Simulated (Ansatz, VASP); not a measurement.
# One calculation of KBr, two programs

```
K Br
1.0
     0.00000    3.68830    3.68830
     3.68830    0.00000    3.68830
     3.68830    3.68830    0.00000
K Br
1 1
Direct
  0.00000 0.00000 0.00000
  0.25000 0.25000 0.25000
```

Alike in both runs: task single point; functional PBE-based global hybrid with a share of 0.4 of exact exchange; k mesh 4 × 4 × 4; no spin polarisation.

```csv
,VASP,Ansatz
version,VASP 6.6.1,Ansatz 0.2.0
potentials or method,"VASP PAW PBE potentials, release 64 (K_sv, Br)",plane waves
plane-wave cutoff (eV),520,420
occupations,"gaussian, width 0.01 eV",fixed
valence electrons in the cell,16,16
```

```tsv
	VASP	Ansatz	Ansatz less VASP
gap on the k mesh at the Fermi level (eV)	7.27	7.25	-0.012
pressure (GPa)	0.0	0.1	+0.02
```

VASP's potentials were made for PBE, not for PBE-based global hybrid. Ansatz's warnings: stress exchange threshold loose, stress scf threshold loose.
